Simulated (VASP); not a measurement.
NaI, 2 atoms in the cell. It takes space group I4/mmm (No. 139, tetragonal). Conventional cell: a = 4.568 Å, b = 4.568 Å, c = 6.782 Å, α = 90.00°, β = 90.00°, γ = 90.00°. Na (site symmetry 4/mmm) has 6 I at 3.23 to 3.39 Å within 4.2 Å. Within 4.2 Å of I (site symmetry 4/mmm) lie 6 Na at 3.23 to 3.39 Å.  This cell differs from its parent crystal: uniaxial x strain +5.0%.

* Program: VASP 6.6.1
* Task: single point
* Functional: PBE
* Potentials or basis: VASP PAW PBE potentials, release 64 (Na_pv, I)
* Cutoff: 520 eV
* k mesh: 8 × 8 × 8
* Occupations: fermi-dirac, width 0.02 eV
* Spin: no spin polarisation
* Dipole correction: no
* Further INCAR settings: ALGO = Normal; EDIFF = 1e-06; NBANDS = 14

Potentials or basis: VASP PAW PBE potentials, release 64 (Na_pv, I).

Command:

```sh
$ cat potpaw_PBE.64/Na_pv/POTCAR potpaw_PBE.64/I/POTCAR > POTCAR
$ mpirun -np 1 vasp_std > vasp.out
```

Hardware: 1 thread of Intel(R) Xeon(R) Platinum 8375C CPU @ 2.90GHz (Ice Lake), on a shared host.

Q: How long does it take, and how much memory?

A: Run time: 72 s on 1 thread of Intel(R) Xeon(R) Platinum 8375C CPU @ 2.90GHz (Ice Lake), on a shared host, peak memory 0.23 GiB. Counts: scf iterations 12, k points 59.
